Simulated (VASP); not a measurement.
KI:

```xyz
2
Lattice="0.0000 3.5882 3.5882 3.5882 0.0000 3.5882 3.5882 3.5882 0.0000" Properties=species:S:1:pos:R:3 pbc="T T T"
K     0.0000    0.0000    0.0000
I     3.5882    3.5882    3.5882
```

| Quantity | Value |
| --- | --- |
| Program | VASP 6.6.1 |
| Task | relaxation of cell and atoms |
| Functional | PBEsol |
| Potentials or basis | VASP PAW PBE potentials, release 64 (K_sv, I) |
| Cutoff | 600 eV |
| k mesh | 6 × 6 × 6 |
| Occupations | fermi-dirac, width 0.02 eV |
| Spin | no spin polarisation |

At the start: pressure -0.7 GPa; volume 46.20 Å³/atom.

**Question.** Where does the relaxation end?

**Answer.** Over 4 steps the energy falls by 7.1 meV/atom and the volume is 43.16 Å³/atom (-6.6 %); space group Fm-3m (No. 225, to 0.1 Å) before and after.

The path:
| step | energy change (eV) | largest force (eV/Å) | pressure (GPa) | volume (Å³) |
| --- | --- | --- | --- | --- |
| 1 | 0.0000 | 0.0000 | -0.70 | 92.40 |
| 2 | -0.0094 | 0.0000 | -0.43 | 89.73 |
| 3 | -0.0141 | 0.0000 | -0.04 | 86.62 |
| 4 | -0.0141 | 0.0000 | 0.00 | 86.32 |

Final structure:
```cif
data_structure
_symmetry_space_group_name_H-M 'P 1'
_symmetry_Int_Tables_number 1
_cell_length_a 4.9606
_cell_length_b 4.9606
_cell_length_c 4.9606
_cell_angle_alpha 60.000
_cell_angle_beta 60.000
_cell_angle_gamma 60.000
_cell_volume 86.32
loop_
_atom_site_label
_atom_site_type_symbol
_atom_site_fract_x
_atom_site_fract_y
_atom_site_fract_z
_atom_site_occupancy
K1 K 0.00000 0.00000 0.00000 1
I1 I 0.50000 0.50000 0.50000 1
```

Caveat: the PAW data sets were made with another functional, which shifts forces and pressure a little.
